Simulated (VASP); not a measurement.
Wanted: the native input for a VASP 6.6.1 run.

```yaml
Task: single point
Functional: PBE
Potentials_or_basis: VASP PAW PBE potentials, release 64 (Ga_d, B, O)
Cutoff: 520 eV
k_mesh: 4 × 4 × 4
Occupations: gaussian, width 0.1 eV
Spin: no spin polarisation
Dipole_correction: no
Further_INCAR_settings: ALGO = Normal; EDIFF = 1e-06; NBANDS = 36
```

The structure of GaBO6 lies in POSCAR:

```
GaBO6
1.0
    0.0000000000      3.5596553126      3.5596553126
    3.5596553126      0.0000000000      3.5596553126
    3.5596553126      3.5596553126      0.0000000000
Ga B O
1 1 6
Direct
    0.5000000000      0.5000000000      0.5000000000
    0.0000000000      0.0000000000      0.0000000000
    0.7793356575      0.2206643425      0.2206643425
    0.2206643425      0.7793356575      0.7793356575
    0.2206643425      0.7793356575      0.2206643425
    0.7793356575      0.2206643425      0.7793356575
    0.2206643425      0.2206643425      0.7793356575
    0.7793356575      0.7793356575      0.2206643425
```

These files were run (other wordings do the same):

INCAR

```
  PREC = Accurate
  ENCUT = 520
  EDIFF = 1E-6
  ISMEAR = 0
  SIGMA = 0.1
  LREAL = F
  LASPH = T
  NELM = 80
  ALGO = Normal
  ISIF = 2
  LWAVE = F
  LCHARG = T
  GGA = PE
  LELF = T
  LVHAR = T
  NBANDS = 36
```

KPOINTS

```
regular mesh
0
Gamma
  4 4 4
```

Potentials or basis: VASP PAW PBE potentials, release 64 (Ga_d, B, O).

Run with:

```sh
$ cat potpaw_PBE.64/Ga_d/POTCAR potpaw_PBE.64/B/POTCAR potpaw_PBE.64/O/POTCAR > POTCAR
$ mpirun -np 1 vasp_std > vasp.out
```

Results of the run:

- Pressure: -0.2 GPa
- Largest force: 0.008 eV/Å
- Band gap on the k mesh: zero (band 26 reaches 0.15 eV, above the bottom of band 27 at 0.12 eV)

Caveat: the k points lie up to 0.38 Å⁻¹ apart.

It used 110 s of CPU time on 1 thread of AMD EPYC 7R13 Processor (Zen 3), with other jobs on the host.
